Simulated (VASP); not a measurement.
A run of VASP 6.6.1 is set up as follows.

The input INCAR:

```
SYSTEM = Zn
PREC = Accurate
ENCUT = 520
EDIFF = 1E-6
ISMEAR = 0
SIGMA = 0.15
LREAL = .False.
LASPH = .True.
NELM = 80
ALGO = Fast
ISIF = 2
LWAVE = .False.
LCHARG = .True.
GGA = PS
LELF = .True.
LVHAR = .True.
NBANDS = 12
```

The input KPOINTS:

```
regular mesh
0
Gamma
  22 22 22
  0 0 0
```

The input POSCAR:

```
Zn
1.0
   -1.5415788525      1.5415788525      1.5690370000
    1.5415788525     -1.5415788525      1.5690370000
    1.5964951475      1.5964951475     -1.5690370000
Zn
1
Direct
    0.0000000000      0.0000000000      0.0000000000
```

Potentials or basis: VASP PAW PBE potentials, release 64 (Zn).

Launch:

```bash
$ cat potpaw_PBE.64/Zn/POTCAR > POTCAR
$ mpirun -np 1 vasp_std > vasp.out
```

**Question.** What does it give for the pressure?

**Answer.** -4.7 GPa.

**Question.** Predict the band gap on the k mesh.

**Answer.** Zero (band 6 reaches 6.94 eV, above the bottom of band 7 at 1.56 eV).

Stress tensor (GPa, compression positive):
```
-4.66 -0.09  0.00
-0.09 -4.66  0.00
 0.00  0.00 -4.84
```

Caveat: the cell differs from its parent crystal (strain +0.0350 x Voigt [0, 0, 0, 0, 0, 1]); the PAW data sets were made with another functional, which shifts forces and pressure a little.
